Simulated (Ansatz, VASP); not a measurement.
# CuMo: VASP beside Ansatz

```
Cu Mo
1.0
     2.83630    0.00000    0.00000
     0.00000    2.83630    0.00000
     0.00000    0.00000    3.98629
Cu Mo
1 1
Direct
  0.00000 0.00000 0.00000
  0.50000 0.50000 0.50000
```

Change from the starting cell: species swapped into the FeNi type (P4/mmm, No. 123).

Alike in both runs: task relaxation of cell and atoms; functional PBE; k mesh 6 × 6 × 4; occupations gaussian, width 0.1 eV; no spin polarisation.

|  | VASP | Ansatz |
| --- | --- | --- |
| version | VASP 6.6.1 | Ansatz 0.2.0 |
| potentials or method | VASP PAW PBE potentials, release 64 (Cu, Mo_sv), cutoff 600 eV | scalar-relativistic, plane waves, PAW |
| valence electrons in the cell | 25 | 33 |

|  | VASP | Ansatz | Ansatz less VASP |
| --- | --- | --- | --- |
| gap on the k mesh at the Fermi level, each at its own relaxed structure (eV) | none | none | - |
| relaxed volume (Å³/atom) | 13.86 | 13.81 | -0.047 |
| relaxed length of the cell vector where the two differ most in proportion (Å) | 4.216 | 4.202 | -0.0146 |

A gap of «none» marks a metal or a gap that the smearing closes. VASP's potentials hold 25 valence electrons a cell and Ansatz's 33, so a difference there can come from the potentials and not from the codes.

The k mesh is coarse, so the values compare programs but aren't converged.
